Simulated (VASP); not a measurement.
## InSb: single point with PBE

InSb:

```
In Sb
1.0
     3.07666    0.00000    0.00000
     0.00000    3.07666    0.00000
     0.00000    0.00000    6.21547
In Sb
1 1
Direct
  0.00000 0.00000 0.00000
  0.00000 0.00000 0.50000
```

```yaml
Program: VASP 6.6.1
Task: single point
Functional: PBE
Potentials_or_basis: VASP PAW PBE potentials, release 64 (In_d, Sb)
Cutoff: 520 eV
k_mesh: 7 × 7 × 4
Occupations: gaussian, width 0.05 eV
Spin: no spin polarisation
```

```json
{
  "Pressure": "0.4 GPa",
  "Band gap on the k mesh": "zero (band 9 reaches 10.78 eV, above the bottom of band 10 at 5.92 eV)"
}
```

Stress tensor (GPa, compression positive):
```
0.27 0.00 0.00
0.00 0.27 0.00
0.00 0.00 0.62
```

Levels at points of the mesh, in eV from the Fermi level:
| k point | band 7 | band 8 | band 9 | band 10 | band 11 | band 12 |
| --- | --- | --- | --- | --- | --- | --- |
| (0.00, 0.00, 0.00) | -6.57 | -4.38 | 4.32 | 4.32 | 5.34 | 7.89 |
| (0.00, 0.00, 0.50) | -7.81 | -0.77 | 0.43 | 4.48 | 4.48 | 7.94 |

Run time: 17 s on 1 thread of Intel(R) Xeon(R) Platinum 8259CL CPU @ 2.50GHz (Skylake/Cascade Lake), with other jobs on the host, peak memory 0.18 GiB.

Caveat: spin-orbit coupling is left out, which moves the levels of the heavy elements.
